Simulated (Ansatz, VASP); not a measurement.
# Zr in VASP and in Ansatz

POSCAR

```
Zr
1.0
    3.2463687180      0.0000000000      0.0000000000
   -1.6231843590      2.8114377799      0.0000000000
    0.0000000000      0.0000000000     25.2999751899
Zr
5
Direct
    0.3333333333      0.6666666667      0.2964429784
    0.6666666667      0.3333333333      0.3982214892
    0.3333333333      0.6666666667      0.5000000000
    0.6666666667      0.3333333333      0.6017785108
    0.3333333333      0.6666666667      0.7035570216
```

The input INCAR.step1:

```
ALGO = Normal
DIPOL = 0.5 0.5 0.500
EDIFF = 1E-4
ENCUT = 520
GGA = PE
IDIPOL = 3
ISMEAR = 0
LASPH = True
LCHARG = False
LDIPOL = True
LREAL = False
LWAVE = True
NBANDS = 38
NELM = 60
PREC = Accurate
SIGMA = 0.1
```

INCAR.step2

```
ALGO = Normal
DIPOL = 0.5 0.5 0.500
EDIFF = 1E-6
ENCUT = 520
IDIPOL = 3
ISIF = 2
ISMEAR = 0
ISTART = 1
LASPH = True
LCHARG = True
LDIPOL = True
LELF = True
LMIXTAU = True
LREAL = False
LVACPOTAV = True
LVHAR = True
LWAVE = False
METAGGA = R2SCAN
NBANDS = 38
NELM = 60
PREC = Accurate
SIGMA = 0.1
```

KPOINTS

```
k-points
0
Gamma
  12 12 1
```

Input for Ansatz:

```yaml
crystal:
  lattice:
    - [3.246368718, 0.0, 0.0]
    - [-1.623184359, 2.8114377799, 0.0]
    - [0.0, 0.0, 25.2999751899]
  atoms:
    - { symbol: Zr, position: [0.3333333333, 0.6666666667, 0.2964429784] }
    - { symbol: Zr, position: [0.6666666667, 0.3333333333, 0.3982214892] }
    - { symbol: Zr, position: [0.3333333333, 0.6666666667, 0.5] }
    - { symbol: Zr, position: [0.6666666667, 0.3333333333, 0.6017785108] }
    - { symbol: Zr, position: [0.3333333333, 0.6666666667, 0.7035570216] }
basis:
  ecutwfc: 500
kpoints:
  mp_grid: { grid: [12, 12, 1] }
hamiltonian:
  xc: r2scan
scf:
  occupations: { method: gaussian, width: 0.1 }
output:
  forces: true
  stress: true
  eigenvalues: true
efield:
  axis: 3
  dipole_correction: true
```

Alike in both runs: task single point; functional r2SCAN; k mesh 12 × 12 × 1; occupations gaussian, width 0.1 eV; no spin polarisation.

```csv
,VASP,Ansatz
version,VASP 6.6.1,Ansatz 0.2.0
potentials or method,"VASP PAW PBE potentials, release 64 (Zr_sv), cutoff 520 eV","scalar-relativistic, plane waves, PAW"
valence electrons in the cell,60,60
```

```csv
,VASP,Ansatz,Ansatz less VASP
gap on the k mesh at the Fermi level (eV),none,none,-
rms of the force components (eV/Å),0.331,0.330,-0.0010
"work function, face that differs most (eV)",4.30,4.30,+0.001
```

VASP's potentials were made for PBE, not for r2SCAN. Atom by atom the forces differ by 0.001 eV/Å (rms over components). A gap of «none» marks a metal or a gap that the smearing closes. The functional is the same, so the differences come from potentials, cutoffs and numerics. Ansatz's warnings: vacuum density over bound.
